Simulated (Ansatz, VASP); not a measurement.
**VMo2S4 in VASP and in Ansatz**

File INCAR:

```
SYSTEM = VMo2S4
ALGO = Normal
EDIFF = 1E-6
ENCUT = 520
ISIF = 2
ISMEAR = 0
LASPH = .TRUE.
LCHARG = .FALSE.
LDAU = .TRUE.
LDAUJ = 0 0 0
LDAUL = 2 2 -1
LDAUPRINT = 1
LDAUTYPE = 2
LDAUU = 8 8 0
LMAXMIX = 4
LREAL = .FALSE.
LWAVE = .FALSE.
NBANDS = 42
NELM = 150
PREC = Accurate
SIGMA = 0.05
```

File KPOINTS:

```
k-points
0
G
  6 6 4
  0 0 0
```

File POSCAR:

```
VMo2S4
1.0
    6.4134742100     -1.6179999600      0.0000000000
    6.4134742100      1.6179999600      0.0000000000
   -2.4843052300      0.0000000000      5.4054441900
V Mo S
1 2 4
Direct
    0.0000000000      0.0000000000      0.0000000000
    0.7439000000      0.7439000000      0.6904000000
    0.2561000000      0.2561000000      0.3096000000
    0.6325000000      0.6325000000      0.9726000000
    0.3675000000      0.3675000000      0.0274000000
    0.1062000000      0.1062000000      0.4493000000
    0.8938000000      0.8938000000      0.5507000000
```

Input for Ansatz:

```yaml
crystal:
  lattice:
    - [6.41347421, -1.61799996, 0.0]
    - [6.41347421, 1.61799996, 0.0]
    - [-2.48430523, 0.0, 5.40544419]
  atoms:
    - { symbol: V, position: [0.0, 0.0, 0.0] }
    - { symbol: Mo, position: [0.7439, 0.7439, 0.6904] }
    - { symbol: Mo, position: [0.2561, 0.2561, 0.3096] }
    - { symbol: S, position: [0.6325, 0.6325, 0.9726] }
    - { symbol: S, position: [0.3675, 0.3675, 0.0274] }
    - { symbol: S, position: [0.1062, 0.1062, 0.4493] }
    - { symbol: S, position: [0.8938, 0.8938, 0.5507] }
basis:
  ecutwfc: 420
  ecutrho_ratio: 4
kpoints:
  mp_grid: { grid: [6, 6, 4] }
hamiltonian:
  xc: lda
  hubbard:
    sites:
      - { site: 0, l: d, u_eff: 8.0 }
      - { site: 1, l: d, u_eff: 8.0 }
      - { site: 2, l: d, u_eff: 8.0 }
scf:
  occupations: { method: gaussian, width: 0.05 }
  lower_state_search: "off"
  max_iter: 150
output:
  forces: true
  stress: true
  eigenvalues: true
  populations: true
  hubbard: { sites: [{ site: 0, l: d }, { site: 1, l: d }, { site: 2, l: d }] }
```

Alike in both runs: task single point; functional LDA; k mesh 6 × 6 × 4; occupations gaussian, width 0.05 eV; no spin polarisation; Hubbard terms V d U = 8.0 eV, Mo d U = 8.0 eV.

```csv
,VASP,Ansatz
version,VASP 6.6.1,Ansatz 0.2.0
potentials or method,"VASP PAW LDA potentials, release 64 (V_sv, Mo_sv, S), cutoff 520 eV","scalar-relativistic, plane waves, PAW"
valence electrons in the cell,65,65
```

```tsv
	VASP	Ansatz	Ansatz less VASP
gap on the k mesh at the Fermi level (eV)	none	none	-
pressure (GPa)	5.8	3.2	-2.64
traceless stress, the component that is largest in VASP (GPa)	2.68	1.67	-1.009
rms of the force components (eV/Å)	0.368	0.392	+0.0247
```

LDA's correlation is that of Perdew and Zunger in VASP and of Perdew and Wang (1992) in Ansatz. The programs project onto different local orbitals, so the same U acts differently, and such runs can settle in different states. Atom by atom the forces differ by 0.167 eV/Å (rms over components). A gap of «none» marks a metal or a gap that the smearing closes. Ansatz's warnings: filled band counts differ across k points.
